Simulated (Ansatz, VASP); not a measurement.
## Si2Mo in VASP and in Ansatz

```
CELL_PARAMETERS angstrom
-3.19007 0.00000 0.00000
0.00000 -3.19007 0.00000
0.00000 0.00000 15.64277
ATOMIC_POSITIONS crystal
Si 0.00000 0.00000 0.16753
Si 0.50000 0.50000 0.91753
Si 0.00000 0.00000 0.66753
Si 0.50000 0.50000 0.41753
Si 0.00000 0.00000 0.33247
Si 0.50000 0.50000 0.08247
Si 0.00000 0.00000 0.83247
Si 0.50000 0.50000 0.58247
Mo 0.50000 0.50000 0.75000
Mo 0.00000 0.00000 0.50000
Mo 0.50000 0.50000 0.25000
Mo 0.00000 0.00000 0.00000
```

Alike in both runs: task single point; functional PBEsol; k mesh 15 × 15 × 3; occupations gaussian, width 0.15 eV; no spin polarisation.

|  | VASP | Ansatz |
| --- | --- | --- |
| version | VASP 6.6.1 | Ansatz 0.2.0 |
| potentials or method | VASP PAW PBE potentials, release 64 (Si, Mo_sv), cutoff 520 eV | scalar-relativistic, plane waves, PAW |
| valence electrons in the cell | 88 | 88 |

|  | VASP | Ansatz | Ansatz less VASP |
| --- | --- | --- | --- |
| gap on the k mesh at the Fermi level (eV) | none | none | - |
| pressure (GPa) | 0.4 | 0.0 | -0.38 |
| rms of the force components (eV/Å) | 0.001 | 0.004 | +0.0026 |

VASP's potentials were made for PBE, not for PBEsol. Atom by atom the forces differ by 0.003 eV/Å (rms over components). A gap of «none» marks a metal or a gap that the smearing closes. With one functional, cell and mesh, what is left measures potentials, basis and numerics.
